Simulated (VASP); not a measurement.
# CsMgBiO3 (R3m) in VASP: notebook, part 2 of 3

VASP 6.6.1. The steps go on from the part before.

### Step 3. Single point, PBE

This run uses another cell than the first one, of 23.80 Å³/atom.

Input file INCAR:

```
  PREC = Accurate
  ENCUT = 520
  EDIFF = 1E-7
  ISMEAR = -1
  SIGMA = 0.05
  LREAL = False
  LASPH = True
  NELM = 60
  ALGO = Normal
  ISIF = 2
  LWAVE = False
  LCHARG = False
  GGA = PE
  NBANDS = 31
```

Input file KPOINTS:

```
Automatic mesh
0
Gamma
  5 5 5
```

Input file POSCAR:

```
CsMgBiO3
1.0
    3.2951272244      1.9024425900      3.7970092083
   -3.2951272244      1.9024425900      3.7970092083
    0.0000000000     -3.8048851801      3.7970092083
Bi Cs Mg O
1 1 1 3
Direct
    0.5696951444      0.5696951444      0.5696951444
    0.9146002966      0.9146002966      0.9146002966
    0.3060712461      0.3060712461      0.3060712461
    0.9813566435      0.4890355747      0.4890355747
    0.4890355747      0.4890355747      0.9813566435
    0.4890355747      0.9813566435      0.4890355747
```

Potentials or basis: VASP PAW PBE potentials, release 64 (Bi_d, Cs_sv, Mg, O).

Launch:

```
$ cat potpaw_PBE.64/Bi_d/POTCAR potpaw_PBE.64/Cs_sv/POTCAR potpaw_PBE.64/Mg/POTCAR potpaw_PBE.64/O/POTCAR > POTCAR
$ mpirun -np 1 vasp_std > vasp.out
```

OUTCAR:

```text
PREC = Accurate
   ENCUT = 520
   EDIFF = 1E-7
   ISMEAR = -1
   LREAL = False
   LASPH = True
   NELM = 60
   ISIF = 2
   GGA = PE

 ion  position               nearest neighbor table
   1  0.570  0.570  0.570-   4 2.10   6 2.10   5 2.10   3 3.00
   2  0.915  0.915  0.915-
   3  0.306  0.306  0.306-   4 1.94   6 1.94   5 1.94   1 3.00
   4  0.981  0.489  0.489-   3 1.94   1 2.10
   5  0.489  0.489  0.981-   3 1.94   1 2.10
   6  0.489  0.981  0.489-   3 1.94   1 2.10

  LATTYP: Found a trigonal (rhomboedric) cell.
 ALAT       =     5.3753539568
 COS(alpha) =     0.2484459209

  Lattice vectors:

 A1 = (   3.2951272244,   1.9024425900,   3.7970092083)
 A2 = (  -3.2951272244,   1.9024425900,   3.7970092083)
 A3 = (   0.0000000000,  -3.8048851801,   3.7970092083)

Analysis of symmetry for initial positions (statically):
=====================================================================
 Subroutine PRICEL returns:
 Original cell was already a primitive cell.

 Routine SETGRP: Setting up the symmetry group for a
 trigonal (rhombohedral) supercell.

 Subroutine GETGRP returns: Found  6 space group operations
 (whereof  6 operations were pure point group operations)
 out of a pool of 12 trial point group operations.

The static configuration has the point symmetry C_3v.

Analysis of symmetry for dynamics (positions and initial velocities):
=====================================================================
 Subroutine PRICEL returns:
 Original cell was already a primitive cell.

 Routine SETGRP: Setting up the symmetry group for a
 trigonal (rhombohedral) supercell.

 Subroutine GETGRP returns: Found  6 space group operations
 (whereof  6 operations were pure point group operations)
 out of a pool of 12 trial point group operations.

The dynamic configuration has the point symmetry C_3v.

 Subroutine INISYM returns: Found  6 space group operations
 (whereof  6 operations are pure point group operations),
 and found     1 'primitive' translations

----------------------------------------------------------------------------------------

                                     Primitive cell

  volume of cell :     142.8159

  direct lattice vectors                    reciprocal lattice vectors
     3.295127224  1.902442590  3.797009208     0.151739209  0.087606673  0.087788392
    -3.295127224  1.902442590  3.797009208    -0.151739209  0.087606673  0.087788392
     0.000000000 -3.804885180  3.797009208     0.000000000 -0.175213347  0.087788392

  length of vectors
     5.375353957  5.375353957  5.375353957     0.195975812  0.195975812  0.195975812

  position of ions in fractional coordinates (direct lattice)
     0.569695144  0.569695144  0.569695144
     0.914600297  0.914600297  0.914600297
     0.306071246  0.306071246  0.306071246
     0.981356644  0.489035575  0.489035575
     0.489035575  0.489035575  0.981356644
     0.489035575  0.981356644  0.489035575

  ion indices of the primitive-cell ions
   primitive index   ion index
                 1           1
                 2           2
                 3           3
                 4           4
[... 24 lines left out ...]
 Subroutine IBZKPT returns following result:
 ===========================================

 Found     19 irreducible k-points:

 Following reciprocal coordinates:
            Coordinates               Weight
  0.000000  0.000000  0.000000      1.000000
  0.200000  0.000000 -0.000000      6.000000
  0.400000  0.000000  0.000000      6.000000
  0.200000  0.200000 -0.000000      6.000000
  0.400000  0.200000 -0.000000     12.000000
 -0.400000  0.200000  0.000000     12.000000
[... 11 lines left out ...]
  0.400000  0.400000  0.400000      2.000000
 -0.400000  0.400000  0.400000      6.000000
   k-points           NKPTS =     19   k-points in BZ     NKDIM =     19   number of bands    NBANDS=     31
   number of dos      NEDOS =    301   number of ions     NIONS =      6
   total plane-waves  NPLWV =  64000
   dimension x,y,z NGX =    40 NGY =   40 NGZ =   40
   dimension x,y,z NGXF=    80 NGYF=   80 NGZF=   80
   ions per type =               1   1   1   3
   NGX,Y,Z   is equivalent  to a cutoff of  12.37, 12.37, 12.37 a.u.
   NGXF,Y,Z  is equivalent  to a cutoff of  24.74, 24.74, 24.74 a.u.
 SYSTEM =  unknown system
   PREC   = accura    normal or accurate (medium, high low for compatibility)
   ISTART =      0    job   : 0-new  1-cont  2-samecut
   ICHARG =      2    charge: 1-file 2-atom 10-const
   ISPIN  =      1    spin polarized calculation?
   LNONCOLLINEAR =      F non collinear calculations
   LSORBIT =      F    spin-orbit coupling
   LASPH  =      T    aspherical Exc in radial PAW
   ENCUT  =  520.0 eV  38.22 Ry    6.18 a.u.   9.99  9.99  9.99*2*pi/ulx,y,z
   NELM   =     60;   NELMIN=  2; NELMDL= -5     # of ELM steps
   EDIFF  = 0.1E-06   stopping-criterion for ELM
   LREAL  =      F    real-space projection
   EDIFFG = 0.1E-05   stopping-criterion for IOM
   NSW    =      0    number of steps for IOM
   IBRION =     -1    ionic relax: 0-MD 1-quasi-New 2-CG
   NFREE  =      0    steps in history (QN), initial steepest desc. (CG)
   ISIF   =      2    stress and relaxation
   ISYM   =      2    0-nonsym 1-usesym 2-fastsym
   POTIM  = 0.5000    time-step for ionic-motion
   TEBEG  =    0.0;   TEEND  =   0.0 temperature during run
   PSTRESS=    0.0 pullay stress
   NELECT =      44.0000    total number of electrons
   NUPDOWN=      -1.0000    fix difference up-down
   EMIN   =  10.00;   EMAX   =-10.00  energy-range for DOS
   EFERMI =   0.00;   METHOD = LEGACY
   ISMEAR =    -1;   SIGMA  =   0.05  broadening in eV -4-tet -1-fermi 0-gaus
   EFERMI_NEDOS =   21; number of points for ismear=-14 and -15
   IALGO  =     38    algorithm
   IMIX   =      4    mixing-type and parameters
     AMIX     =   0.40;   BMIX     =  1.00
     AMIX_MAG =   1.60;   BMIX_MAG =  1.00
  volume/ion in A,a.u.               =      23.80       160.63
  Fermi-wavevector in a.u.,A,eV,Ry     =   1.105690  2.089452 16.633817  1.222551
  Thomas-Fermi vector in A             =   2.242181
   LORBIT       =      0    0 simple, 1 ext, 2 COOP (PROOUT), +10 PAW based schemes
   GGA     = PE    functional components
   LHFCALC =     F    Hartree Fock is set to
   AEXX    =    0.0000 exact exchange contribution
   IVDW    =     0    specifies the selected vdW correction
   LEPSILON=     F    determine dielectric tensor
   LRPA    =     F    only Hartree local field effects (RPA)
 non-spin polarized calculation
  energy-cutoff  :      520.00
  volume of cell :      142.82
 maximum number of plane-waves:      3875
   NGX = 19   NGY = 19   NGZ = 19

 number of electron      44.0000003 magnetization

 Free energy of the ion-electron system (eV)
  ---------------------------------------------------
  ext. energy  EPLUGINS =         0.00000000
  ---------------------------------------------------
  free energy    TOTEN  =       -30.52331792 eV

  energy without entropy =      -30.52331792  energy(sigma->0) =      -30.52331792

 E-fermi :   2.3921     XC(G=0):  -8.2380

 val. band max:        1.3545646980   @ k =  -0.4000   0.4000   0.4000
 cond. band min:       3.9038906751   @ k =  -0.4000   0.4000   0.4000
 fundamental gap:      2.5493259772
 Fermi energy:         2.3920825316

 k-point     1 :       0.0000    0.0000    0.0000
  band No.  band energies     occupation
      1     -20.7639      2.00000
      2     -20.7639      2.00000
      3     -20.6029      2.00000
      4     -20.5166      2.00000
      5     -20.5166      2.00000
      6     -19.1963      2.00000
[... 635 lines left out ...]
     30       9.2546      0.00000
     31       9.3310      0.00000

------------------------ aborting loop because EDIFF is reached ----------------------------------------

  FORCE on cell =-STRESS in cart. coord.  units (eV):
  Direction    XX          YY          ZZ          XY          YZ          ZX
  --------------------------------------------------------------------------------------
  -------------------------------------------------------------------------------------
  Total       -2.2461841     -2.2461841      1.2804139      0.0000000     -0.0000000     -0.0000000
  in kB      -25.1987666    -25.1987666     14.3642947      0.0000000     -0.0000000     -0.0000000
  external PRESSURE =     -12.0110795 kB  Pullay stress =       0.0000000 kB

 VOLUME and BASIS-vectors are now :
 -----------------------------------------------------------------------------
  energy-cutoff  :      520.00
  volume of cell :      142.82
      direct lattice vectors                 reciprocal lattice vectors
     3.295127224  1.902442590  3.797009208     0.151739209  0.087606673  0.087788392
    -3.295127224  1.902442590  3.797009208    -0.151739209  0.087606673  0.087788392
     0.000000000 -3.804885180  3.797009208     0.000000000 -0.175213347  0.087788392

 POSITION                                       TOTAL-FORCE (eV/Angst)
 -----------------------------------------------------------------------------------
      0.00000     -0.00000      6.48941         0.000000      0.000000     -0.088733
      0.00000     -0.00000     10.41824         0.000000     -0.000000      0.003316
      0.00000     -0.00000      3.48647         0.000000     -0.000000      0.019162
      1.62226      0.93661      7.43997         0.048350      0.027915      0.022085
      0.00000     -1.87323      7.43997         0.000000     -0.055830      0.022085
     -1.62226      0.93661      7.43997        -0.048350      0.027915      0.022085
 -----------------------------------------------------------------------------------
    total drift:                               -0.000000     -0.000000     -0.000952

  FREE ENERGIE OF THE ION-ELECTRON SYSTEM (eV)
  ---------------------------------------------------
  free  energy   TOTEN  =       -30.5233179232 eV

  energy  without entropy=      -30.5233179230  energy(sigma->0) =      -30.52331792
```

Wall time 57 s (1 thread of Intel Xeon Platinum 8488C (Sapphire Rapids), shared host); peak memory 0.29 GiB.

What came out:

| Property | Result |
| --- | --- |
| Free energy | -30.5233 eV |
| Pressure | -1.2 GPa |
| Largest force | 0.089 eV/Å |
| Band gap on the k mesh | 2.55 eV |

Forces on the atoms (eV/Å):
```
Bi   0.000  0.000 -0.089
Cs   0.000  0.000  0.003
Mg   0.000  0.000  0.019
O    0.048  0.028  0.022
O    0.000 -0.056  0.022
O   -0.048  0.028  0.022
```

Stress tensor (GPa, compression positive):
```
-2.52  0.00  0.00
 0.00 -2.52  0.00
 0.00  0.00  1.44
```

Caveat: spin-orbit coupling is left out, which moves the levels of the heavy elements. A k mesh can miss the band edges.

[end of part 2 of 3]
